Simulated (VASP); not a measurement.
# B4F (C2/m) in VASP: further runs, part 2 of 2

VASP 6.6.1. Earlier steps stand in the parts before.

**4. Single point, PBE**

File INCAR:

```
ALGO = Normal
EDIFF = 1E-6
ENCUT = 520
GGA = PE
ISIF = 2
ISMEAR = 0
LASPH = T
LCHARG = F
LREAL = F
LWAVE = F
NBANDS = 18
NELM = 100
PREC = Accurate
SIGMA = 0.1
```

File KPOINTS:

```
k-points
0
Gamma
  8 8 4
```

File POSCAR:

```
B4F
1.0
    2.0814181135     -1.5217333117     -0.0037026041
    2.0814181135      1.5217333117     -0.0037026041
   -0.5659665647      0.0000000000      6.2818576349
B F
4 1
Direct
    0.9647894722      0.9647894722      0.7537550625
    0.5190971356      0.5190971356      0.6356812476
    0.4809028644      0.4809028644      0.3643187524
    0.0352105278      0.0352105278      0.2462449375
    0.0000000000      0.0000000000      0.0000000000
```

Command:

```sh
$ cat potpaw_PBE.64/B/POTCAR potpaw_PBE.64/F/POTCAR > POTCAR
$ mpirun -np 1 vasp_std > vasp.out
```

Run time: 36 s. Hardware: 1 thread of Intel Xeon Platinum 8259CL at 2.50GHz (Skylake/Cascade Lake), shared host; peak memory 0.17 GiB.

It converged, with:

- Free energy: -28.5946 eV
- Pressure: 0.1 GPa
- Largest force: 0.044 eV/Å

Forces in eV/Å, atoms in the order of the input:
```
B   -0.002  0.000 -0.044
B    0.007  0.000  0.010
B   -0.007  0.000 -0.010
B    0.002  0.000  0.044
F    0.000  0.000  0.000
```

Stress tensor (GPa, compression positive):
```
 0.04  0.00  0.07
 0.00 -0.22  0.00
 0.07  0.00  0.60
```

Levels at points of the mesh, in eV from the Fermi level:
```
           k point  band 6  band 7  band 8  band 9  band 10  band 11  band 12  band 13
(0.00, 0.00, 0.00)   -6.04   -4.96    0.76    1.48     4.83     5.14     5.41     5.75
(0.50, 0.00, 0.00)   -6.95   -6.25   -5.22   -1.78     2.43     2.76     3.95     7.22
(0.50, 0.50, 0.00)   -5.75   -4.92   -3.37   -2.95    -2.25    -0.78     3.63     5.50
(0.00, 0.00, 0.50)   -6.04   -3.21    0.42    1.81     1.92     4.71     6.23     8.28
(0.50, 0.00, 0.50)   -6.30   -6.09   -5.25   -2.59     2.72     3.47     4.95     5.81
(0.50, 0.50, 0.50)   -5.78   -4.14   -3.94   -3.52    -1.55    -0.15     4.00     4.13
```

Caveat: an odd number of electrons without spin polarisation forces a metal; a magnetic or distorted state may lie lower.

**5. Single point, PBE**

This run uses another cell than the first one, of the same volume but with other edges.

File INCAR:

```
SYSTEM = B4F
PREC = Accurate
ENCUT = 520
EDIFF = 1E-6
ISMEAR = 0
SIGMA = 0.1
LREAL = .FALSE.
LASPH = .TRUE.
NELM = 100
ALGO = Normal
ISIF = 2
LWAVE = .FALSE.
LCHARG = .TRUE.
GGA = PE
LELF = .TRUE.
LVHAR = .TRUE.
NBANDS = 18
```

File KPOINTS:

```
regular mesh
0
G
  8 8 2
  0 0 0
```

File POSCAR:

```
B4F
1.0
    2.0450590817     -1.5239602237     -0.3636031804
    2.0450590817      1.5239602237     -0.3636031804
   -2.4465376533      0.0000000000      6.8086733134
B F
4 1
Direct
    0.7884134557      0.7884134557      0.7536208314
    0.1163927369      0.1163927369      0.6357168244
    0.8836072631      0.8836072631      0.3642831756
    0.2115865443      0.2115865443      0.2463791686
    0.0000000000      0.0000000000      0.0000000000
```

Command:

```sh
$ cat potpaw_PBE.64/B/POTCAR potpaw_PBE.64/F/POTCAR > POTCAR
$ mpirun -np 1 vasp_std > vasp.out
```

It took 28 s on 1 thread of Intel Xeon Platinum 8375C at 2.90GHz (Ice Lake), shared host; peak memory 0.16 GiB.

The run converged. Its results:

| Quantity | Value |
| --- | --- |
| Free energy | -28.6020 eV |
| Pressure | 0.0 GPa |
| Largest force | 0.035 eV/Å |

Forces on the atoms (eV/Å):
```
B   -0.005  0.000 -0.035
B   -0.001  0.000 -0.003
B    0.001  0.000  0.003
B    0.005  0.000  0.035
F    0.000  0.000  0.000
```

Stress tensor (GPa, compression positive):
```
-0.08  0.00  0.05
 0.00 -0.12  0.00
 0.05  0.00  0.27
```

Levels at points of the mesh, in eV from the Fermi level:
```
           k point  band 6  band 7  band 8  band 9  band 10  band 11  band 12  band 13
(0.00, 0.00, 0.00)   -6.08   -4.99    0.72    1.44     4.79     5.11     5.39     5.71
(0.50, 0.00, 0.00)   -6.33   -6.13   -5.29   -2.62     2.74     3.48     4.94     5.79
(0.50, 0.50, 0.00)   -5.78   -4.96   -3.36   -3.01    -2.32    -0.78     3.55     5.42
(0.00, 0.00, 0.50)   -6.08   -3.23    0.38    1.79     1.89     4.66     6.19     8.24
(0.50, 0.00, 0.50)   -6.99   -6.29   -5.26   -1.81     2.45     2.73     3.96     7.19
(0.50, 0.50, 0.50)   -5.79   -4.12   -3.97   -3.59    -1.61    -0.16     3.92     4.12
```

Caveat: the k points lie up to 0.50 Å⁻¹ apart; an odd number of electrons without spin polarisation forces a metal; a magnetic or distorted state may lie lower.

**6. Single point, PBE**

This run uses another cell than the first one, of 7.98 Å³/atom, 1.005 times its volume.

File INCAR:

```
SYSTEM = B4F
ALGO = Normal
EDIFF = 1E-6
ENCUT = 520
GGA = PE
ISIF = 2
ISMEAR = 0
LASPH = .True.
LCHARG = .False.
LREAL = .False.
LWAVE = .False.
NBANDS = 18
NELM = 60
PREC = Accurate
SIGMA = 0.1
```

File KPOINTS:

```
k-points
0
Gamma
  8 8 2
  0 0 0
```

File POSCAR:

```
B4F
1.0
    1.8462825100     -1.3051873300      0.0000000000
    1.8462825100      1.3051873300      0.0000000000
   -0.7364608900      0.0000000000      8.2807131800
B F
4 1
Direct
    0.6130560000      0.6130560000      0.8219469800
    0.1987099900      0.1987099900      0.6059489800
    0.8012900100      0.8012900100      0.3940510200
    0.3869440000      0.3869440000      0.1780530200
    0.0000000000      0.0000000000      0.0000000000
```

Potentials or basis: VASP PAW PBE potentials, release 64 (B, F).

Command:

```sh
$ cat potpaw_PBE.64/B/POTCAR potpaw_PBE.64/F/POTCAR > POTCAR
$ mpirun -np 1 vasp_std > vasp.out
```

OUTCAR:

```text
SYSTEM = B4F
   EDIFF = 1E-6
   ENCUT = 520
   GGA = PE
   ISIF = 2
   ISMEAR = 0
   LASPH = .True.
   LREAL = .False.
   NELM = 60
   PREC = Accurate

 ion  position               nearest neighbor table
   1  0.613  0.613  0.822-   5 1.96
   2  0.199  0.199  0.606-
   3  0.801  0.801  0.394-
   4  0.387  0.387  0.178-   5 1.96
   5  0.000  0.000  0.000-   1 1.96   4 1.96

  LATTYP: Found a base centered monoclinic cell.
 ALAT       =     3.6925650200
 B/A-ratio  =     0.7069272026
 C/A-ratio  =     2.2513883713
 COS(beta)  =    -0.0885872293

  Lattice vectors:

 A1 = (   1.8462825100,  -1.3051873300,   0.0000000000)
 A2 = (   1.8462825100,   1.3051873300,   0.0000000000)
 A3 = (  -0.7364608900,   0.0000000000,   8.2807131800)

Analysis of symmetry for initial positions (statically):
=====================================================================
 Subroutine PRICEL returns:
[... 175 lines left out ...]

  energy without entropy =      -20.81107082  energy(sigma->0) =      -20.81498442

 E-fermi :   6.5800     XC(G=0): -11.7800

 val. band max:        6.5666136808   @ k =   0.3750   0.3750   0.0000
 cond. band min:       6.6080232075   @ k =  -0.2500   0.2500   0.0000
 fundamental gap:      0.0414095268
 Fermi energy:         6.5799783166

 k-point     1 :       0.0000    0.0000    0.0000
  band No.  band energies     occupation
      1     -21.0492      2.00000
      2      -7.7307      2.00000
      3      -7.4570      2.00000
      4      -3.5925      2.00000
      5      -3.3720      2.00000
      6       1.0834      2.00000
[... 481 lines left out ...]
      5      -2.0137      2.00000
      6       0.3282      2.00000
[... 10 lines left out ...]
     17      14.6387      0.00000
     18      15.6084      0.00000

 [... further k-points ...]

------------------------ aborting loop because EDIFF is reached ----------------------------------------

  FORCE on cell =-STRESS in cart. coord.  units (eV):
  Direction    XX          YY          ZZ          XY          YZ          ZX
  --------------------------------------------------------------------------------------
  -------------------------------------------------------------------------------------
  Total       -5.8859508     -5.0370484     -1.0466573      0.0000000      0.0000000     -3.0449401
  in kB     -236.2971407   -202.2171397    -42.0190631      0.0000000      0.0000000   -122.2420411
  external PRESSURE =    -160.1777812 kB  Pullay stress =       0.0000000 kB

 VOLUME and BASIS-vectors are now :
 -----------------------------------------------------------------------------
  energy-cutoff  :      520.00
  volume of cell :       39.91
      direct lattice vectors                 reciprocal lattice vectors
     1.846282510 -1.305187330  0.000000000     0.270814459 -0.383086771  0.024085396
     1.846282510  1.305187330  0.000000000     0.270814459  0.383086771  0.024085396
    -0.736460890  0.000000000  8.280713180     0.000000000  0.000000000  0.120762545

 POSITION                                       TOTAL-FORCE (eV/Angst)
 -----------------------------------------------------------------------------------
      1.65842      0.00000      6.80631        -0.467223      0.000000     -3.649223
      0.28749      0.00000      5.01769        -0.206102      0.000000     -0.109455
      2.66861      0.00000      3.26302         0.206102      0.000000      0.109455
      1.29769      0.00000      1.47441         0.467223      0.000000      3.649223
      0.00000      0.00000      0.00000         0.000000     -0.000000      0.000000
 -----------------------------------------------------------------------------------
    total drift:                                0.000000     -0.000000     -0.000000

  FREE ENERGIE OF THE ION-ELECTRON SYSTEM (eV)
  ---------------------------------------------------
  free  energy   TOTEN  =       -20.8188980219 eV

  energy  without entropy=      -20.8110708190  energy(sigma->0) =      -20.81498442
```

OSZICAR:

```text
N       E                     dE             d eps       ncg     rms          rms(c)
DAV:   1     0.399309107840E+02    0.39931E+02   -0.83753E+03  1512   0.935E+02
DAV:   2    -0.189589948390E+02   -0.58890E+02   -0.55337E+02  1928   0.179E+02
DAV:   3    -0.213172213172E+02   -0.23582E+01   -0.23251E+01  2006   0.297E+01
DAV:   4    -0.213280816027E+02   -0.10860E-01   -0.10842E-01  1964   0.205E+00
DAV:   5    -0.213281449755E+02   -0.63373E-04   -0.63365E-04  1856   0.148E-01    0.417E+00
DAV:   6    -0.209086440960E+02    0.41950E+00   -0.28114E+00  2012   0.824E+00    0.195E+00
DAV:   7    -0.208337487650E+02    0.74895E-01   -0.44008E-01  2070   0.325E+00    0.116E+00
DAV:   8    -0.208188863989E+02    0.14862E-01   -0.78462E-02  2072   0.178E+00    0.517E-01
DAV:   9    -0.208187665416E+02    0.11986E-03   -0.10603E-02  1916   0.776E-01    0.166E-01
DAV:  10    -0.208188995782E+02   -0.13304E-03   -0.10454E-03  1796   0.216E-01    0.425E-02
DAV:  11    -0.208188987602E+02    0.81799E-06   -0.14323E-04  1902   0.102E-01    0.159E-02
DAV:  12    -0.208188974308E+02    0.13294E-05   -0.17855E-05  2024   0.334E-02    0.472E-03
DAV:  13    -0.208188980219E+02   -0.59110E-06   -0.32277E-06  1378   0.149E-02
   1 F= -.20818898E+02 E0= -.20814984E+02  d E =-.782720E-02
```

It took 26 s on 1 thread of Intel Xeon Platinum 8375C at 2.90GHz (Ice Lake), shared host; peak memory 0.16 GiB.

What came out:

```yaml
Free_energy: -20.8189 eV
Pressure: -16.0 GPa
Largest_force: 3.679 eV/Å
```

Forces in eV/Å, atoms in the order of the input:
```
B   -0.467  0.000 -3.649
B   -0.206  0.000 -0.109
B    0.206  0.000  0.109
B    0.467  0.000  3.649
F    0.000  0.000  0.000
```

Levels at points of the mesh, in eV from the Fermi level:
| k point | band 5 | band 6 | band 7 | band 8 | band 9 | band 10 | band 11 | band 12 | band 13 | band 14 |
| --- | --- | --- | --- | --- | --- | --- | --- | --- | --- | --- |
| (0.00, 0.00, 0.00) | -9.95 | -5.50 | -4.75 | -2.81 | -2.31 | 4.25 | 6.08 | 6.95 | 7.67 | 8.48 |
| (0.50, 0.00, 0.00) | -7.46 | -6.39 | -5.42 | -4.72 | -3.86 | -1.55 | -1.07 | 1.61 | 3.64 | 4.20 |
| (0.50, 0.50, 0.00) | -6.02 | -4.76 | -4.49 | -3.23 | -1.34 | -0.79 | 0.85 | 1.70 | 1.78 | 3.33 |
| (0.00, 0.00, 0.50) | -7.64 | -5.50 | -5.47 | -4.74 | 0.66 | 2.01 | 7.09 | 7.36 | 7.64 | 8.79 |
| (0.50, 0.00, 0.50) | -6.99 | -6.23 | -5.75 | -5.38 | -3.05 | -2.30 | 0.32 | 1.42 | 1.90 | 4.44 |
| (0.50, 0.50, 0.50) | -5.78 | -5.42 | -3.68 | -3.28 | -2.34 | 0.47 | 0.64 | 0.86 | 2.32 | 3.48 |

Caveat: the k points lie up to 0.38 Å⁻¹ apart; an odd number of electrons without spin polarisation forces a metal; a magnetic or distorted state may lie lower.

**7. Relaxation of cell and atoms, PBE**

This run uses another cell than the first one, of 7.98 Å³/atom, 1.005 times its volume.

File INCAR:

```
PREC = Accurate
ENCUT = 600
EDIFF = 1E-6
ISMEAR = 0
SIGMA = 0.1
LREAL = False
LASPH = True
NELM = 80
ALGO = Normal
ISIF = 3
LWAVE = False
LCHARG = False
GGA = PE
IBRION = 2
NSW = 90
EDIFFG = -0.04
```

File KPOINTS:

```
Automatic mesh
0
Gamma
  8 8 2
```

POSCAR is that of step 6.

Command:

```sh
$ cat potpaw_PBE.64/B/POTCAR potpaw_PBE.64/F/POTCAR > POTCAR
$ mpirun -np 1 vasp_std > vasp.out
```

Wall time 8.1 min (1 thread of Intel Xeon Platinum 8375C at 2.90GHz (Ice Lake), shared host); peak memory 0.17 GiB.

It converged, with:

| Item | Value |
| --- | --- |
| Free energy | -28.5511 eV |
| Relaxed volume | 7.87 Å³/atom |
| Relaxed cell | a = 2.562 Å, b = 2.562 Å, c = 7.816 Å, α = 118.67°, β = 118.67°, γ = 72.63° |
| Space group after relaxing (to 0.05 Å) | C2/m (No. 12) |
| Energy gained by relaxing | 1545.7 meV/atom |
| Ionic steps | 32 |
| Pressure after relaxing | 0.2 GPa |
| Largest force after relaxing | 0.029 eV/Å |

Forces on the atoms (eV/Å):
```
B    0.015  0.000  0.025
B   -0.010  0.000 -0.010
B    0.010  0.000  0.010
B   -0.015  0.000 -0.025
F    0.000  0.000  0.000
```

Stress tensor (GPa, compression positive):
```
0.12 0.00 0.19
0.00 0.14 0.00
0.19 0.00 0.43
```

The path:
| step | energy change (eV) | largest force (eV/Å) | pressure (GPa) | volume (Å³) |
| --- | --- | --- | --- | --- |
| 1 | 0.0000 | 3.6766 | -16.04 | 39.91 |
| 2 | -1.7290 | 2.4098 | -10.55 | 35.41 |
| 3 | -2.2470 | 0.6669 | 17.15 | 31.44 |
| 4 | -2.2716 | 0.7241 | 9.78 | 32.15 |
| 5 | -2.9715 | 3.1127 | 27.58 | 31.92 |
| 6 | -3.0060 | 2.3377 | 23.28 | 31.97 |
| 7 | -3.5883 | 2.1723 | 16.01 | 33.83 |
| 8 | -3.6466 | 4.6801 | 15.39 | 35.09 |
| 9 | -3.6742 | 3.2414 | 14.88 | 34.62 |
| 10 | -4.4733 | 3.2101 | -0.81 | 37.74 |
| 11 | -5.1166 | 2.4946 | -20.70 | 43.77 |
| 12 | -5.8792 | 1.0627 | -22.29 | 44.47 |
| 13 | -5.0714 | 2.8540 | -25.17 | 45.41 |
| 14 | -6.3156 | 0.2538 | -24.18 | 44.97 |
| 15 | -7.1361 | 0.3610 | -11.93 | 41.35 |
| 16 | -7.3849 | 0.4101 | 0.72 | 38.87 |
| 17 | -7.3913 | 0.4183 | 4.27 | 38.31 |
| 18 | -7.6103 | 0.5103 | 5.47 | 38.09 |
| 19 | -7.6501 | 0.7063 | 7.00 | 37.93 |
| 20 | -7.7082 | 0.2427 | 1.31 | 38.95 |
| 21 | -7.7102 | 0.2986 | 0.08 | 39.19 |
| 22 | -7.7177 | 0.1833 | -0.88 | 39.38 |
| 23 | -7.7183 | 0.1821 | -1.29 | 39.45 |
| 24 | -7.7231 | 0.1207 | -0.31 | 39.32 |
| 25 | -7.7244 | 0.1062 | 0.49 | 39.21 |
| 26 | -7.7259 | 0.1046 | 0.20 | 39.29 |
| 27 | -7.7266 | 0.1441 | -0.08 | 39.36 |
| 28 | -7.7275 | 0.0793 | -0.17 | 39.40 |
| 29 | -7.7281 | 0.0483 | -0.35 | 39.44 |
| 30 | -7.7281 | 0.0526 | -0.37 | 39.45 |
| 31 | -7.7284 | 0.0453 | -0.19 | 39.42 |
| 32 | -7.7287 | 0.0293 | 0.23 | 39.33 |

Final structure:
```
CELL_PARAMETERS angstrom
2.01633 -1.51724 -0.44292
2.01633 1.51724 -0.44292
-3.19852 0.00000 7.13133
ATOMIC_POSITIONS crystal
B 0.71751 0.71751 0.75357
B 0.15452 0.15452 0.63533
B 0.84548 0.84548 0.36467
B 0.28249 0.28249 0.24643
F 0.00000 0.00000 0.00000
```

Levels at points of the mesh, in eV from the Fermi level:
```tsv
k point	band 5	band 6	band 7	band 8	band 9	band 10	band 11	band 12	band 13
(0.00, 0.00, 0.00)	-6.41	-6.06	-5.09	0.76	1.49	4.79	5.06	5.34	5.74
(0.50, 0.00, 0.00)	-7.72	-6.32	-6.20	-5.36	-2.69	2.78	3.52	4.89	5.74
(0.50, 0.50, 0.00)	-6.20	-5.87	-5.05	-3.37	-3.06	-2.36	-0.79	3.57	5.44
(0.00, 0.00, 0.50)	-6.41	-6.06	-3.33	0.42	1.70	1.93	4.69	6.21	8.22
(0.50, 0.00, 0.50)	-7.37	-7.08	-6.27	-5.34	-1.89	2.50	2.68	3.99	7.28
(0.50, 0.50, 0.50)	-6.75	-5.78	-4.12	-4.06	-3.63	-1.66	-0.17	3.94	4.06
```

Caveat: the k points lie up to 0.50 Å⁻¹ apart in the final cell; an odd number of electrons without spin polarisation forces a metal; a magnetic or distorted state may lie lower.

**8. The runs side by side**

| task | cell | k mesh | cutoff (eV) | gap on the mesh (eV) | pressure (GPa) | relaxed volume (Å³/atom) | largest force (eV/Å) |
| --- | --- | --- | --- | --- | --- | --- | --- |
| single point | a = 2.578, b = 2.578, c = 6.313 Å, angles 94.7, 94.7, 72.2°, 5 atoms | 16 × 16 × 6 | 520 | none | 0.0 | - | 0.04 |
| relaxation of cell and atoms | relaxed from a = 2.578, b = 2.578, c = 6.307 Å, angles 94.2, 94.2, 72.3°, 5 atoms | 16 × 16 × 6 | 600 | none | 0.0 | 7.94 | 0.01 |
| single point | a = 2.578, b = 2.578, c = 6.307 Å, angles 94.2, 94.2, 72.3°, 5 atoms | 8 × 8 × 4 | 520 | none | 0.1 | - | 0.04 |
| single point | a = 2.576, b = 2.576, c = 7.235 Å, angles 113.7, 113.7, 72.5°, 5 atoms | 8 × 8 × 2 | 520 | none | 0.0 | - | 0.04 |
| single point | a = 2.261, b = 2.261, c = 8.313 Å, angles 94.1, 94.1, 70.5°, 5 atoms | 8 × 8 × 2 | 520 | none | -16.0 | - | 3.68 |
| relaxation of cell and atoms | relaxed from a = 2.261, b = 2.261, c = 8.313 Å, angles 94.1, 94.1, 70.5°, 5 atoms | 8 × 8 × 2 | 600 | none | 0.2 | 7.87 | 0.03 |

Alike in all rows: level PBE; potentials or basis VASP PAW PBE potentials, release 64 (B, F); no spin polarisation; smearing gaussian 0.1 eV.

Caveats: some runs use coarse meshes; an odd number of electrons without spin polarisation forces a metal; a magnetic or distorted state may lie lower.

Absolute energies hang on the potentials; compare differences alone.
